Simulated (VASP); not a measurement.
Input of a VASP 6.6.1 run:

Contents of INCAR:

```
PREC = Accurate
ENCUT = 520
EDIFF = 1E-7
ISMEAR = 0
SIGMA = 0.1
LREAL = F
LASPH = T
NELM = 80
ALGO = Normal
ISIF = 2
LWAVE = F
LCHARG = F
GGA = PE
NBANDS = 28
```

Contents of KPOINTS:

```
Automatic mesh
0
Gamma
  4 4 6
```

Contents of POSCAR:

```
GaAg2P
1.0
    5.1679422512      0.0000000000      0.0000000000
    0.0000000000      5.1679422512      0.0000000000
    0.0000000000      0.0000000000      2.7582186323
Ga Ag P
1 2 1
Direct
    0.0000000000      0.0000000000      0.0000000000
    0.5000000000      0.0000000000      0.5000000000
    0.0000000000      0.5000000000      0.5000000000
    0.5000000000      0.5000000000      0.5000000000
```

Potentials or basis: VASP PAW PBE potentials, release 64 (Ga_d, Ag, P).

Launch:

```console
$ cat potpaw_PBE.64/Ga_d/POTCAR potpaw_PBE.64/Ag/POTCAR potpaw_PBE.64/P/POTCAR > POTCAR
$ mpirun -np 1 vasp_std > vasp.out
```

Q: What does it give for the pressure?

A: -0.1 GPa.

Q: Predict the band gap on the k mesh.

A: Zero (band 20 reaches 9.72 eV, above the bottom of band 21 at 5.99 eV).

Caveat: the k points lie up to 0.38 Å⁻¹ apart.
